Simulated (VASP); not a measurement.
A run of VASP 6.6.1 is set up as follows.

POSCAR

```
Al
1.0
   -1.6389552507      1.6389552507      1.5434821293
    1.6389552507     -1.6389552507      1.5434821293
    1.6389552507      1.6389552507     -1.5434821293
Al
1
Direct
    0.0000000000      0.0000000000      0.0000000000
```

File INCAR.step1:

```
SYSTEM = Al
ALGO = Normal
EDIFF = 1E-4
ENCUT = 520
GGA = PE
ISMEAR = 0
LASPH = .True.
LCHARG = .False.
LREAL = .False.
LWAVE = .True.
NBANDS = 8
NELM = 80
PREC = Accurate
SIGMA = 0.15
```

Contents of INCAR.step2:

```
SYSTEM = Al
ALGO = Normal
EDIFF = 1E-7
ENCUT = 520
ISIF = 2
ISMEAR = 0
ISTART = 1
LASPH = .True.
LCHARG = .False.
LMIXTAU = .True.
LREAL = .False.
LWAVE = .False.
METAGGA = R2SCAN
NBANDS = 8
NELM = 80
PREC = Accurate
SIGMA = 0.15
```

Contents of KPOINTS:

```
k-points
0
Gamma
  20 20 20
  0 0 0
```

Potentials or basis: VASP PAW PBE potentials, release 64 (Al).

Command:

```console
$ cat potpaw_PBE.64/Al/POTCAR > POTCAR
$ cp INCAR.step1 INCAR
$ mpirun -np 1 vasp_std > vasp.out
$ cp INCAR.step2 INCAR
$ mpirun -np 1 vasp_std > vasp.out
```

(1) What does it give for the pressure?

Answers

(1) -2.1 GPa.

Caveat: the cell differs from its parent crystal (strain +0.030 along x and y, -0.030 along z); the PAW data sets were made with another functional, which shifts forces and pressure a little.
